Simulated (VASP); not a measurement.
Here is a VASP 6.6.1 calculation.

INCAR

```
PREC = Accurate
ENCUT = 520
EDIFF = 1E-7
ISMEAR = 0
SIGMA = 0.1
LREAL = F
LASPH = T
NELM = 150
ALGO = Normal
ISIF = 2
LWAVE = F
LCHARG = F
ISPIN = 2
MAGMOM = 4.04 0
LORBIT = 11
LMAXMIX = 4
GGA = PS
NBANDS = 20
```

KPOINTS

```
regular mesh
0
Gamma
  14 14 14
```

The input POSCAR:

```
MnS
1.0
    0.0000000000      2.4183647417      2.4183647417
    2.4183647417      0.0000000000      2.4183647417
    2.4183647417      2.4183647417      0.0000000000
Mn S
1 1
Direct
    0.0000000000      0.0000000000      0.0000000000
    0.5000000000      0.5000000000      0.5000000000
```

Potentials or basis: VASP PAW PBE potentials, release 64 (Mn_pv, S).

The run is started by

```sh
$ cat potpaw_PBE.64/Mn_pv/POTCAR potpaw_PBE.64/S/POTCAR > POTCAR
$ mpirun -np 1 vasp_std > vasp.out
```

Problem. Predict the net moment.

Solution. 3.87 μB per cell.

Problem. Predict the site moments.

Solution. Mn +3.59; S +0.05 μB.

Caveat: a cell with one magnetic atom can't hold antiferromagnetic order, which such compounds often take.
